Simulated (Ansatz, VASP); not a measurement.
**HfC in VASP and in Ansatz**

Contents of INCAR:

```
SYSTEM = HfC
PREC = Accurate ; ENCUT = 520
EDIFF = 1E-6 ; ISMEAR = -1
SIGMA = 0.05 ; LREAL = .False.
LASPH = .True. ; NELM = 100
ALGO = Normal ; ISIF = 2
LWAVE = .False. ; LCHARG = .True.
GGA = PE ; LELF = .True.
LVHAR = .True. ; NBANDS = 14
```

The input KPOINTS:

```
Automatic mesh
0
Gamma
  15 15 15
  0 0 0
```

File POSCAR:

```
HfC
1.0
    0.0000000000      2.3250000000      2.3715000000
    2.3250000000      0.0000000000      2.3715000000
    2.3250000000      2.3250000000      0.0000000000
Hf C
1 1
Direct
    0.5000000000      0.5000000000      0.5000000000
    0.0000000000      0.0000000000      0.0000000000
```

Input for Ansatz:

```yaml
crystal:
  lattice:
    - [0.0, 2.325, 2.3715]
    - [2.325, 0.0, 2.3715]
    - [2.325, 2.325, 0.0]
  atoms:
    - { symbol: Hf, position: [0.5, 0.5, 0.5] }
    - { symbol: C, position: [0.0, 0.0, 0.0] }
kpoints:
  mp_grid: { grid: [15, 15, 15] }
  band_path:
    path:
      - [0.0, 0.0, 0.0]
      - [0.0, 0.5, 0.5]
      - [0.25, 0.75, 0.5]
      - [0.0, 0.5, 0.0]
      - [0.0, 0.0, 0.0]
      - [0.5, 0.5, 0.0]
      - [0.3701460977, 0.6298539023, 0.0]
      - [-0.3701460977, 0.3701460977, 0.0]
      - [0.0, 0.0, 0.0]
    npoints: 5
scf:
  occupations: { method: fermi_dirac, width: 0.05 }
hamiltonian:
  xc: pbe
  pseudopotentials: { kind: all_electron, lapw: { basis_error: 0.001 } }
output:
  forces: true
  stress: true
  eigenvalues: true
```

Change from the starting cell: zz strain of +2 %.

Alike in both runs: task single point; functional PBE; k mesh 15 × 15 × 15; occupations fermi-dirac, width 0.05 eV; no spin polarisation.

|  | VASP | Ansatz |
| --- | --- | --- |
| version | VASP 6.6.1 | Ansatz 0.2.0 |
| potentials or method | VASP PAW PBE potentials, release 64 (Hf_pv, C), cutoff 520 eV | all-electron LAPW, scalar-relativistic |

Ansatz gave:

```
pressure (GPa)                                                : -4.0
traceless stress, the component that is largest in VASP (GPa) : -4.55
```

**Question.** Estimate VASP's values.

**Answer.** Pressure (GPa): -4.8; traceless stress, the component that is largest in VASP (GPa): -4.61.

Ansatz ran all-electron here, and VASP with PAW potentials.

Spin-orbit coupling is off throughout.
